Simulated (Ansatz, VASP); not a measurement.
**Two plane-wave programs on SiO2**

```
Si O
1.0
     4.45290    0.00000    0.00000
     0.00000    4.45290    0.00000
     0.00000    0.00000    2.46557
Si O
2 4
Direct
  0.50000 0.50000 0.50000
  0.00000 0.00000 0.00000
  0.69443 0.69443 0.00000
  0.19443 0.80557 0.50000
  0.30557 0.30557 0.00000
  0.80557 0.19443 0.50000
```

Alike in both runs: task single point; functional LDA; k mesh 6 × 6 × 10; occupations gaussian, width 0.05 eV; no spin polarisation.

|  | VASP | Ansatz |
| --- | --- | --- |
| version | VASP 6.6.1 | Ansatz 0.2.0 |
| potentials or method | VASP PAW LDA potentials, release 64 (Si, O), cutoff 520 eV | scalar-relativistic, plane waves, PAW |
| valence electrons in the cell | 32 | 32 |

|  | VASP | Ansatz | Ansatz less VASP |
| --- | --- | --- | --- |
| gap on the k mesh at the Fermi level (eV) | 4.86 | 4.89 | +0.021 |
| least direct gap on the mesh (eV) | 4.86 | 4.89 | +0.021 |
| pressure (GPa) | -7.3 | -8.3 | -1.03 |
| traceless stress, the component that is largest in VASP (GPa) | 47.20 | 46.19 | -1.009 |
| rms of the force components (eV/Å) | 0.716 | 0.758 | +0.0415 |

Ansatz warns that its potentials were made for another functional, while VASP's fit it. LDA's correlation is that of Perdew and Zunger in VASP and of Perdew and Wang (1992) in Ansatz. Atom by atom the forces differ by 0.042 eV/Å (rms over components).
